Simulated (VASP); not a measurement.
Input of a VASP 6.6.1 run:

Contents of INCAR:

```
SYSTEM = Cl
ALGO     = Normal         ! electronic algorithm
EDIFF    = 1E-6           ! SCF threshold, eV
ENCUT    = 500            ! plane-wave cutoff, eV
GGA_COMPAT= .False.      
ISIF     = 2              ! what is computed and relaxed
ISMEAR   = 1              ! smearing method
LASPH    = .True.         ! aspherical terms in the spheres
LCHARG   = .False.        ! write CHGCAR
LREAL    = .False.        ! projectors in reciprocal space
LWAVE    = .False.        ! write WAVECAR
NBANDS   = 10             ! bands
NELM     = 120            ! most SCF steps
PREC     = Accurate       ! precision mode
SIGMA    = 0.01           ! smearing width, eV
```

KPOINTS

```
k-points
0
Gamma
  5 5 5
  0 0 0
```

The input POSCAR:

```
Cl
1.0
    0.0000000000      2.8100000000      2.8100000000
    2.8100000000      0.0000000000      2.8100000000
    2.8100000000      2.8100000000      0.0000000000
Cl
1
Direct
    0.5000000000      0.5000000000      0.5000000000
```

Potentials or basis: VASP PAW LDA potentials, release 64 (Cl).

Run with:

```bash
$ cat potpaw_LDA.64/Cl/POTCAR > POTCAR
$ mpirun -np 1 vasp_std > vasp.out
```

Task: What does it give for the pressure?

Result: -4.1 GPa.

Caveat: the k points lie up to 0.39 Å⁻¹ apart; an odd number of electrons without spin polarisation forces a metal; a magnetic or distorted state may lie lower.
